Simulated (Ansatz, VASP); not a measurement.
## AgCl: VASP beside Ansatz

INCAR

```
SYSTEM = AgCl
  PREC = Accurate
  ENCUT = 520
  EDIFF = 1E-8
  ISMEAR = -1
  SIGMA = 0.01
  LREAL = .False.
  LASPH = .True.
  NELM = 60
  ALGO = Normal
  ISIF = 2
  LWAVE = .False.
  LCHARG = .False.
  GGA = PE
  LEFG = .True.
  NBANDS = 16
```

The input KPOINTS:

```
regular mesh
0
Gamma
  9 9 9
  0 0 0
```

The input POSCAR:

```
AgCl
1.0
    3.4051147197      0.0000000000      0.0000000000
    0.0000000000      3.4051147197      0.0000000000
    0.0000000000      0.0000000000      3.4051147197
Ag Cl
1 1
Direct
    0.0000000000      0.0000000000      0.0000000000
    0.5000000000      0.5000000000      0.5000000000
```

Input for Ansatz:

```yaml
crystal:
  lattice:
    - [3.4051147197, 0.0, 0.0]
    - [0.0, 3.4051147197, 0.0]
    - [0.0, 0.0, 3.4051147197]
  atoms:
    - { symbol: Ag, position: [0.0, 0.0, 0.0] }
    - { symbol: Cl, position: [0.5, 0.5, 0.5] }
kpoints:
  mp_grid: { grid: [9, 9, 9] }
scf:
  occupations: { method: fermi_dirac, width: 0.01 }
hamiltonian:
  xc: pbe
  pseudopotentials: { kind: paw }
output:
  forces: true
  stress: true
  eigenvalues: true
  efg: { contact_densities: true }
  write_density: true
  write_potential: true
  elf: true
  volumetric_format: npy
```

Change from the starting cell: volume scaled by 0.975, PAW files.

Alike in both runs: task electric field gradients; functional PBE; k mesh 9 × 9 × 9; occupations fermi-dirac, width 0.01 eV; no spin polarisation.

|  | VASP | Ansatz |
| --- | --- | --- |
| version | VASP 6.6.1 | Ansatz 0.2.0 |
| potentials or method | VASP PAW PBE potentials, release 64 (Ag, Cl) | PAW with Ansatz's default frozen-core files, scalar-relativistic |
| plane-wave cutoff (eV) | 520 | 420 |
| valence electrons in the cell | 18 | 26 |

Ansatz gave:

* gap on the k mesh at the Fermi level (eV): 0.62
* pressure (GPa): 1.1

Task: Which values does VASP return?

Result: gap on the k mesh at the Fermi level (eV): 0.62; pressure (GPa): 1.0.

The functional is the same, so the differences come from potentials, cutoffs and numerics. VASP's potentials hold 18 valence electrons a cell and Ansatz's 26, so a difference there can come from the potentials and not from the codes.
